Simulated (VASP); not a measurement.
# Pb (I4/mmm) in VASP: notebook

Runs on Pb. Level: LDA. Tasks: single point.

Everything below comes from runs of VASP 6.6.1. Logs are shortened: lines on timing, memory, paths and dates and some standing lists are left out, and cuts for length are marked.

## (1) The cell of the first run

Symmetry: I4/mmm, No. 139, tetragonal system. The conventional cell has a = 3.772 Å, b = 3.772 Å, c = 4.544 Å, α = 90.00°, β = 90.00°, γ = 90.00°. Pb (site symmetry 4/mmm) has 14 Pb at 3.50 to 4.54 Å within 4.6 Å.

## (2) Single point, LDA (strain +0.080 along x and y, -0.080 along z)

File INCAR:

```
  PREC = Accurate
  ENCUT = 520
  EDIFF = 1E-6
  ISMEAR = 0
  SIGMA = 0.15
  LREAL = False
  LASPH = True
  NELM = 80
  ALGO = Fast
  ISIF = 2
  LWAVE = False
  LCHARG = False
  GGA = CA
  NBANDS = 13
```

File KPOINTS:

```
regular mesh
0
Gamma
  16 16 16
```

File POSCAR:

```
Pb
1.0
    0.0000000000      2.6673840000      2.2722160000
    2.6673840000      0.0000000000      2.2722160000
    2.6673840000      2.6673840000      0.0000000000
Pb
1
Direct
    0.0000000000      0.0000000000      0.0000000000
```

Potentials or basis: VASP PAW LDA potentials, release 64 (Pb_d).

Started as:

```sh
$ cat potpaw_LDA.64/Pb_d/POTCAR > POTCAR
$ mpirun -np 1 vasp_std > vasp.out
```

OUTCAR:

```text
PREC = Accurate
   ENCUT = 520
   EDIFF = 1E-6
   ISMEAR = 0
   LREAL = False
   LASPH = True
   NELM = 80
   ISIF = 2
   GGA = CA

 ion  position               nearest neighbor table
   1  0.000  0.000  0.000-

  LATTYP: Found a body centered tetragonal cell.
 ALAT       =     3.7722506289
 C/A-ratio  =     1.2047004420

  Lattice vectors:

 A1 = (   0.0000000000,  -2.6673840000,  -2.2722160000)
 A2 = (   0.0000000000,   2.6673840000,  -2.2722160000)
 A3 = (   2.6673840000,   0.0000000000,   2.2722160000)

Analysis of symmetry for initial positions (statically):
=====================================================================
 Subroutine PRICEL returns:
 Original cell was already a primitive cell.

 Routine SETGRP: Setting up the symmetry group for a
 body centered tetragonal supercell.

 Subroutine GETGRP returns: Found 16 space group operations
 (whereof 16 operations were pure point group operations)
 out of a pool of 16 trial point group operations.

The static configuration has the point symmetry D_4h.

Analysis of symmetry for dynamics (positions and initial velocities):
=====================================================================
 Subroutine PRICEL returns:
 Original cell was already a primitive cell.

 Routine SETGRP: Setting up the symmetry group for a
 body centered tetragonal supercell.

 Subroutine GETGRP returns: Found 16 space group operations
 (whereof 16 operations were pure point group operations)
 out of a pool of 16 trial point group operations.

The dynamic configuration has the point symmetry D_4h.

 Subroutine INISYM returns: Found 16 space group operations
 (whereof 16 operations are pure point group operations),
 and found     1 'primitive' translations

----------------------------------------------------------------------------------------

                                     Primitive cell

  volume of cell :      32.3333

  direct lattice vectors                    reciprocal lattice vectors
     0.000000000  2.667384000  2.272216000    -0.187449576  0.187449576  0.220049502
     2.667384000  0.000000000  2.272216000     0.187449576 -0.187449576  0.220049502
     2.667384000  2.667384000  0.000000000     0.187449576  0.187449576 -0.220049502

  length of vectors
     3.503983869  3.503983869  3.772250629     0.344523541  0.344523541  0.344523541

  position of ions in fractional coordinates (direct lattice)
     0.000000000  0.000000000  0.000000000

  ion indices of the primitive-cell ions
   primitive index   ion index
                 1           1

----------------------------------------------------------------------------------------

 KPOINTS: regular mesh

Automatic generation of k-mesh.
 Grid dimensions read from file:
 generate k-points for:   16   16   16

 Generating k-lattice:

  Cartesian coordinates                     Fractional coordinates (reciprocal lattice)
    -0.011715599  0.011715599  0.013753094     0.062500000  0.000000000  0.000000000
     0.011715599 -0.011715599  0.013753094     0.000000000  0.062500000  0.000000000
     0.011715599  0.011715599 -0.013753094     0.000000000  0.000000000  0.062500000

  Length of vectors
     0.021532721  0.021532721  0.021532721

  Shift w.r.t. Gamma in fractional coordinates (k-lattice)
     0.000000000  0.000000000  0.000000000

 Subroutine IBZKPT returns following result:
 ===========================================

 Found    349 irreducible k-points:

 Following reciprocal coordinates:
            Coordinates               Weight
  0.000000  0.000000  0.000000      1.000000
  0.062500  0.000000  0.000000      8.000000
  0.125000  0.000000  0.000000      8.000000
  0.187500  0.000000  0.000000      8.000000
  0.250000  0.000000  0.000000      8.000000
  0.312500  0.000000  0.000000      8.000000
[... 16 lines left out ...]
 -0.125000  0.062500  0.000000      8.000000
 -0.062500  0.062500  0.000000      4.000000
 [... further k-points ...]
   k-points           NKPTS =    349   k-points in BZ     NKDIM =    349   number of bands    NBANDS=     13
   number of dos      NEDOS =    301   number of ions     NIONS =      1
   total plane-waves  NPLWV =  21952
   dimension x,y,z NGX =    28 NGY =   28 NGZ =   28
   dimension x,y,z NGXF=    56 NGYF=   56 NGZF=   56
   ions per type =               1
   NGX,Y,Z   is equivalent  to a cutoff of  13.28, 13.28, 12.34 a.u.
   NGXF,Y,Z  is equivalent  to a cutoff of  26.57, 26.57, 24.68 a.u.
 SYSTEM =  unknown system
   PREC   = accura    normal or accurate (medium, high low for compatibility)
   ISTART =      0    job   : 0-new  1-cont  2-samecut
   ICHARG =      2    charge: 1-file 2-atom 10-const
   ISPIN  =      1    spin polarized calculation?
   LNONCOLLINEAR =      F non collinear calculations
   LSORBIT =      F    spin-orbit coupling
   LASPH  =      T    aspherical Exc in radial PAW
   ENCUT  =  520.0 eV  38.22 Ry    6.18 a.u.   6.52  6.52  7.01*2*pi/ulx,y,z
   NELM   =     80;   NELMIN=  2; NELMDL= -5     # of ELM steps
   EDIFF  = 0.1E-05   stopping-criterion for ELM
   LREAL  =      F    real-space projection
   EDIFFG = 0.1E-04   stopping-criterion for IOM
   NSW    =      0    number of steps for IOM
   IBRION =     -1    ionic relax: 0-MD 1-quasi-New 2-CG
   NFREE  =      0    steps in history (QN), initial steepest desc. (CG)
   ISIF   =      2    stress and relaxation
   ISYM   =      2    0-nonsym 1-usesym 2-fastsym
   POTIM  = 0.5000    time-step for ionic-motion
   TEBEG  =    0.0;   TEEND  =   0.0 temperature during run
   PSTRESS=    0.0 pullay stress
   NELECT =      14.0000    total number of electrons
   NUPDOWN=      -1.0000    fix difference up-down
   EMIN   =  10.00;   EMAX   =-10.00  energy-range for DOS
   EFERMI =   0.00;   METHOD = LEGACY
   ISMEAR =     0;   SIGMA  =   0.15  broadening in eV -4-tet -1-fermi 0-gaus
   EFERMI_NEDOS =   21; number of points for ismear=-14 and -15
   IALGO  =     68    algorithm
   IMIX   =      4    mixing-type and parameters
     AMIX     =   0.40;   BMIX     =  1.00
     AMIX_MAG =   1.60;   BMIX_MAG =  1.00
  volume/ion in A,a.u.               =      32.33       218.20
  Fermi-wavevector in a.u.,A,eV,Ry     =   1.238513  2.340450 20.870177  1.533915
  Thomas-Fermi vector in A             =   2.373035
[... 45 lines left out ...]
     11      17.0648      0.00000
     12      18.4836      0.00000
     13      18.4852      0.00000

 k-point     2 :       0.0625    0.0000    0.0000
  band No.  band energies     occupation
      1     -10.7028      2.00000
      2     -10.7012      2.00000
      3     -10.6253      2.00000
      4     -10.5739      2.00000
      5     -10.4950      2.00000
      6      -4.9738      2.00000
      7      12.3033      0.00000
      8      13.1063      0.00000
      9      13.1228      0.00000
     10      16.0833      0.00000
     11      17.5448      0.00000
     12      18.3990      0.00000
     13      18.4043      0.00000

 k-point     3 :       0.1250    0.0000    0.0000
  band No.  band energies     occupation
      1     -10.6937      2.00000
      2     -10.6919      2.00000
      3     -10.6128      2.00000
      4     -10.5737      2.00000
      5     -10.5003      2.00000
      6      -4.7614      2.00000
      7      10.6143      0.00000
      8      12.6948      0.00000
      9      12.9614      0.00000
     10      15.7031      0.00000
     11      17.7795      0.00000
     12      17.8992      0.00000
     13      18.2704      0.00000

 k-point     4 :       0.1875    0.0000    0.0000
  band No.  band energies     occupation
      1     -10.6900      2.00000
      2     -10.6832      2.00000
      3     -10.5816      2.00000
      4     -10.5739      2.00000
      5     -10.5053      2.00000
      6      -4.4091      2.00000
      7       8.7813      0.00000
      8      12.1472      0.00000
      9      12.7588      0.00000
     10      15.4015      0.00000
     11      17.1986      0.00000
     12      17.3595      0.00000
     13      18.9204      0.00000

 k-point     5 :       0.2500    0.0000    0.0000
  band No.  band energies     occupation
      1     -10.6961      2.00000
      2     -10.6764      2.00000
      3     -10.5757      2.00000
      4     -10.5360      2.00000
      5     -10.5052      2.00000
      6      -3.9231      2.00000
      7       7.0073      0.00000
      8      11.5908      0.00000
      9      12.5248      0.00000
     10      15.1575      0.00000
     11      16.7950      0.00000
     12      16.8937      0.00000
     13      19.5916      0.00000

 k-point     6 :       0.3125    0.0000    0.0000
  band No.  band energies     occupation
      1     -10.7053      2.00000
      2     -10.6759      2.00000
      3     -10.5798      2.00000
      4     -10.4978      2.00000
      5     -10.4866      2.00000
      6      -3.3214      2.00000
      7       5.3729      2.00000
      8      11.0980      0.00000
      9      12.2989      0.00000
     10      14.9342      0.00000
     11      16.5290      0.00000
     12      16.6035      0.00000
     13      20.3477      0.00000

 k-point     7 :       0.3750    0.0000    0.0000
  band No.  band energies     occupation
      1     -10.7140      2.00000
      2     -10.6798      2.00000
      3     -10.5847      2.00000
      4     -10.4866      2.00000
      5     -10.4431      2.00000
      6      -2.6501      2.00000
      7       3.9516      2.00000
      8      10.7160      0.00000
      9      12.1145      0.00000
     10      14.7412      0.00000
     11      16.2703      0.00000
     12      16.5766      0.00000
     13      20.2583      0.00000
[... 193 lines left out ...]
 k-point    20 :      -0.3125    0.0625    0.0000
  band No.  band energies     occupation
      1     -10.6970      2.00000
      2     -10.6723      2.00000
      3     -10.5844      2.00000
      4     -10.4906      2.00000
      5     -10.4878      2.00000
      6      -3.1362      2.00000
      7       5.1517      2.00000
      8      11.1058      0.00000
      9      11.5990      0.00000
     10      15.1238      0.00000
     11      15.4595      0.00000
     12      16.4981      0.00000
     13      21.8205      0.00000

 k-point    21 :      -0.2500    0.0625    0.0000
  band No.  band energies     occupation
      1     -10.6876      2.00000
      2     -10.6752      2.00000
      3     -10.5766      2.00000
      4     -10.5412      2.00000
      5     -10.4941      2.00000
      6      -3.7535      2.00000
      7       6.7427      0.00004
      8      11.6705      0.00000
      9      11.7129      0.00000
     10      15.3773      0.00000
     11      15.6490      0.00000
     12      16.7396      0.00000
     13      20.6841      0.00000

 k-point    22 :      -0.1875    0.0625    0.0000
  band No.  band energies     occupation
      1     -10.6838      2.00000
      2     -10.6805      2.00000
      3     -10.5880      2.00000
      4     -10.5690      2.00000
      5     -10.4976      2.00000
      6      -4.2614      2.00000
      7       8.4812      0.00000
      8      11.8540      0.00000
      9      12.2809      0.00000
     10      15.6430      0.00000
     11      16.1093      0.00000
     12      17.0835      0.00000
     13      19.4582      0.00000

 k-point    23 :      -0.1250    0.0625    0.0000
  band No.  band energies     occupation
      1     -10.6944      2.00000
      2     -10.6824      2.00000
      3     -10.6183      2.00000
      4     -10.5656      2.00000
      5     -10.4974      2.00000
      6      -4.6384      2.00000
      7      10.2831      0.00000
      8      12.0310      0.00000
      9      12.8305      0.00000
     10      15.9114      0.00000
     11      16.7753      0.00000
     12      17.5268      0.00000
     13      18.4297      0.00000

 k-point    24 :      -0.0625    0.0625    0.0000
  band No.  band energies     occupation
      1     -10.7019      2.00000
      2     -10.6943      2.00000
      3     -10.6266      2.00000
      4     -10.5678      2.00000
      5     -10.4954      2.00000
      6      -4.8767      2.00000
      7      11.8665      0.00000
      8      12.3485      0.00000
      9      13.1571      0.00000
     10      16.0635      0.00000
     11      17.5739      0.00000
     12      17.8185      0.00000
     13      18.0309      0.00000

 [... further k-points ...]
[... 5 lines left out ...]
  --------------------------------------------------------------------------------------
  -------------------------------------------------------------------------------------
  Total       -0.9174777     -0.9174777     -0.7123743      0.0000000      0.0000000     -0.0000000
  in kB      -45.4627207    -45.4627207    -35.2994650      0.0000000      0.0000000     -0.0000000
  external PRESSURE =     -42.0749688 kB  Pullay stress =       0.0000000 kB

 VOLUME and BASIS-vectors are now :
 -----------------------------------------------------------------------------
  energy-cutoff  :      520.00
  volume of cell :       32.33
      direct lattice vectors                 reciprocal lattice vectors
     0.000000000  2.667384000  2.272216000    -0.187449576  0.187449576  0.220049502
     2.667384000  0.000000000  2.272216000     0.187449576 -0.187449576  0.220049502
     2.667384000  2.667384000  0.000000000     0.187449576  0.187449576 -0.220049502

 POSITION                                       TOTAL-FORCE (eV/Angst)
 -----------------------------------------------------------------------------------
      0.00000      0.00000      0.00000         0.000000     -0.000000      0.000000
 -----------------------------------------------------------------------------------
    total drift:                               -0.000000     -0.000000     -0.000000

  FREE ENERGIE OF THE ION-ELECTRON SYSTEM (eV)
  ---------------------------------------------------
  free  energy   TOTEN  =        -4.1951118753 eV

  energy  without entropy=       -4.1881184846  energy(sigma->0) =       -4.19161518
```

Run time: 1.7 min. Hardware: 1 thread of Intel Xeon 6975P-C, shared host; peak memory 0.25 GiB.

Results:

```
Free energy            : -4.1951 eV
Pressure               : -4.2 GPa
Band gap on the k mesh : zero (band 7 reaches 13.03 eV, above the bottom of band 8 at 4.57 eV)
```

Stress tensor (GPa, compression positive):
```
-4.55  0.00  0.00
 0.00 -4.55  0.00
 0.00  0.00 -3.53
```

Caveat: the cell differs from its parent crystal (strain +0.080 along x and y, -0.080 along z); spin-orbit coupling is left out, which moves the levels of the heavy elements.

## (3) Single point, LDA (strain +0.000 along x and y, +0.080 along z)

File INCAR:

```
SYSTEM = Pb
  PREC = Accurate
  ENCUT = 520
  EDIFF = 1E-7
  ISMEAR = 0
  SIGMA = 0.15
  LREAL = .False.
  LASPH = .True.
  NELM = 80
  ALGO = Fast
  ISIF = 2
  LWAVE = .False.
  LCHARG = .False.
  GGA = CA
  NBANDS = 13
```

File KPOINTS:

```
Automatic mesh
0
Gamma
  16 16 16
  0 0 0
```

File POSCAR:

```
Pb
1.0
    0.0000000000      2.4698000000      2.6673840000
    2.4698000000      0.0000000000      2.6673840000
    2.4698000000      2.4698000000      0.0000000000
Pb
1
Direct
    0.0000000000      0.0000000000      0.0000000000
```

Potentials or basis: VASP PAW LDA potentials, release 64 (Pb_d).

Started as:

```sh
$ cat potpaw_LDA.64/Pb_d/POTCAR > POTCAR
$ mpirun -np 1 vasp_std > vasp.out
```

It took 2.3 min on 1 thread of Intel Xeon 6975P-C, shared host; peak memory 0.25 GiB.

The run converged. Its results:

- Free energy: -4.2011 eV
- Pressure: -4.5 GPa
- Band gap on the k mesh: zero (band 7 reaches 13.03 eV, above the bottom of band 8 at 4.53 eV)

Stress tensor (GPa, compression positive):
```
-4.22  0.00  0.00
 0.00 -4.22  0.00
 0.00  0.00 -4.93
```

Levels at points of the mesh, in eV from the Fermi level:
| k point | band 4 | band 5 | band 6 | band 7 | band 8 | band 9 | band 10 | band 11 |
| --- | --- | --- | --- | --- | --- | --- | --- | --- |
| (0.00, 0.00, 0.00) | -16.90 | -16.83 | -11.32 | 6.78 | 6.78 | 6.80 | 9.83 | 10.57 |
| (0.50, 0.00, 0.00) | -16.76 | -16.73 | -8.09 | -3.86 | 4.45 | 5.74 | 8.55 | 9.41 |
| (0.50, 0.50, 0.00) | -16.73 | -16.73 | -7.38 | -3.36 | 2.53 | 2.53 | 5.83 | 7.04 |
| (0.50, 0.00, 0.50) | -16.75 | -16.69 | -6.59 | -2.81 | 1.41 | 1.92 | 5.03 | 6.29 |

Caveat: the cell differs from its parent crystal (strain +0.000 along x and y, +0.080 along z); spin-orbit coupling is left out, which moves the levels of the heavy elements.

## (4) Single point, LDA (strain +0.040 along x and y, +0.000 along z)

File INCAR:

```
PREC = Accurate ; ENCUT = 520
EDIFF = 1E-7 ; ISMEAR = 0
SIGMA = 0.15 ; LREAL = False
LASPH = True ; NELM = 80
ALGO = Fast ; ISIF = 2
LWAVE = False ; LCHARG = False
GGA = CA ; NBANDS = 13
```

File KPOINTS:

```
Automatic mesh
0
Gamma
  16 16 16
```

File POSCAR:

```
Pb
1.0
    0.0000000000      2.5685920000      2.4698000000
    2.5685920000      0.0000000000      2.4698000000
    2.5685920000      2.5685920000      0.0000000000
Pb
1
Direct
    0.0000000000      0.0000000000      0.0000000000
```

Started as:

```sh
$ cat potpaw_LDA.64/Pb_d/POTCAR > POTCAR
$ mpirun -np 1 vasp_std > vasp.out
```

Run time: 2.6 min. Hardware: 1 thread of Intel Xeon 6975P-C, shared host; peak memory 0.25 GiB.

It converged, with:

```yaml
Free_energy: -4.2020 eV
Pressure: -4.6 GPa
Band_gap_on_the_k_mesh: zero (band 7 reaches 12.97 eV, above the bottom of band 8 at 4.63 eV)
```

Stress tensor (GPa, compression positive):
```
-4.80  0.00  0.00
 0.00 -4.80  0.00
 0.00  0.00 -4.17
```

Levels at points of the mesh, in eV from the Fermi level:
| k point | band 4 | band 5 | band 6 | band 7 | band 8 | band 9 | band 10 | band 11 |
| --- | --- | --- | --- | --- | --- | --- | --- | --- |
| (0.00, 0.00, 0.00) | -16.90 | -16.86 | -11.33 | 6.72 | 6.78 | 6.78 | 9.76 | 10.53 |
| (0.50, 0.00, 0.00) | -16.78 | -16.76 | -8.12 | -3.88 | 4.81 | 5.35 | 8.82 | 9.28 |
| (0.50, 0.50, 0.00) | -16.74 | -16.74 | -6.63 | -2.82 | 1.61 | 1.61 | 4.98 | 6.22 |
| (0.50, 0.00, 0.50) | -16.76 | -16.73 | -7.01 | -3.12 | 1.94 | 2.18 | 5.37 | 6.62 |

Caveat: the cell differs from its parent crystal (strain +0.040 along x and y, +0.000 along z); spin-orbit coupling is left out, which moves the levels of the heavy elements.

## (5) Single point, LDA (strain +0.080 along x and y, +0.000 along z)

File INCAR:

```
SYSTEM = Pb
PREC = Accurate
ENCUT = 520
EDIFF = 1E-6
ISMEAR = 0
SIGMA = 0.15
LREAL = .FALSE.
LASPH = .TRUE.
NELM = 100
ALGO = Fast
ISIF = 2
LWAVE = .FALSE.
LCHARG = .FALSE.
NBANDS = 13
```

File KPOINTS:

```
regular mesh
0
G
  16 16 16
  0 0 0
```

File POSCAR:

```
Pb
1.0
    0.0000000000      2.6673840000      2.4698000000
    2.6673840000      0.0000000000      2.4698000000
    2.6673840000      2.6673840000      0.0000000000
Pb
1
Direct
    0.0000000000      0.0000000000      0.0000000000
```

Started as:

```sh
$ cat potpaw_LDA.64/Pb_d/POTCAR > POTCAR
$ mpirun -np 1 vasp_std > vasp.out
```

Wall time 1.9 min (1 thread of Intel Xeon 6975P-C, shared host); peak memory 0.26 GiB.

It converged, with:

```
Free energy            : -4.1120 eV
Pressure               : -6.2 GPa
Band gap on the k mesh : zero (band 7 reaches 11.63 eV, above the bottom of band 8 at 3.99 eV)
```

Stress tensor (GPa, compression positive):
```
-6.42  0.00  0.00
 0.00 -6.42  0.00
 0.00  0.00 -5.80
```

Levels at points of the mesh, in eV from the Fermi level:
```csv
k point,band 5,band 6,band 7,band 8,band 9,band 10
"(0.00, 0.00, 0.00)",-16.83,-10.87,6.16,6.26,6.26,9.64
"(0.50, 0.00, 0.00)",-16.76,-8.04,-3.52,4.22,5.13,8.12
"(0.50, 0.50, 0.00)",-16.74,-6.55,-2.34,1.31,1.31,4.66
"(0.50, 0.00, 0.50)",-16.73,-7.18,-2.91,1.91,2.37,5.33
```

Caveat: the cell differs from its parent crystal (strain +0.080 along x and y, +0.000 along z); spin-orbit coupling is left out, which moves the levels of the heavy elements.

## (6) Overview

```csv
cell,further INCAR settings,gap on the mesh (eV),pressure (GPa)
"a = 3.504, b = 3.504, c = 3.772 Å, angles 57.4, 57.4, 65.1°, 1 atom",ALGO = Fast; EDIFF = 1e-06; NBANDS = 13,none,-4.2
"a = 3.635, b = 3.635, c = 3.493 Å, angles 61.3, 61.3, 57.4°, 1 atom",ALGO = Fast; EDIFF = 1e-07; NBANDS = 13,none,-4.5
"a = 3.563, b = 3.563, c = 3.633 Å, angles 59.4, 59.4, 61.3°, 1 atom",ALGO = Fast; EDIFF = 1e-07; NBANDS = 13,none,-4.6
"a = 3.635, b = 3.635, c = 3.772 Å, angles 58.7, 58.7, 62.5°, 1 atom",ALGO = Fast; EDIFF = 1e-06; NBANDS = 13,none,-6.2
```

Alike in all rows: task single point; level LDA; potentials or basis VASP PAW LDA potentials, release 64 (Pb_d); no spin polarisation; k mesh 16 × 16 × 16; cutoff (eV) 520; smearing gaussian 0.15 eV.

Caveats: spin-orbit coupling is left out, which moves the levels of the heavy elements.

Total energies depend on the potentials used, so only differences within one code and one set of settings carry meaning.
